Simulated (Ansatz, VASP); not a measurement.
# Si in VASP and in Ansatz

```
Si
1.0
     2.66565    0.00000    0.00000
    -1.33282    2.30852    0.00000
     0.00000    0.00000    4.49643
Si
2
Direct
  0.33333 0.66667 0.25000
  0.66667 0.33333 0.75000
```

Alike in both runs: functional LDA; k mesh 13 × 13 × 7; occupations fermi-dirac, width 0.1 eV; no spin polarisation.

Ansatz relaxed the structure, and its values are those at the end. VASP's run is a single point on that final structure, the one shown.

```csv
,VASP,Ansatz
version,VASP 6.6.1,Ansatz 0.2.0
potentials or method,"VASP PAW LDA potentials, release 64 (Si), cutoff 520 eV","plane waves (420 eV) with PAW, scalar-relativistic"
valence electrons in the cell,8,8
```

VASP gave:

| Quantity | Value |
| --- | --- |
| pressure (GPa) | 0.1 |

Estimate Ansatz's values.

pressure (GPa): 0.0.

Ansatz warns that its potentials were made for another functional, while VASP's fit it. LDA's correlation is that of Perdew and Zunger in VASP and of Perdew and Wang (1992) in Ansatz.
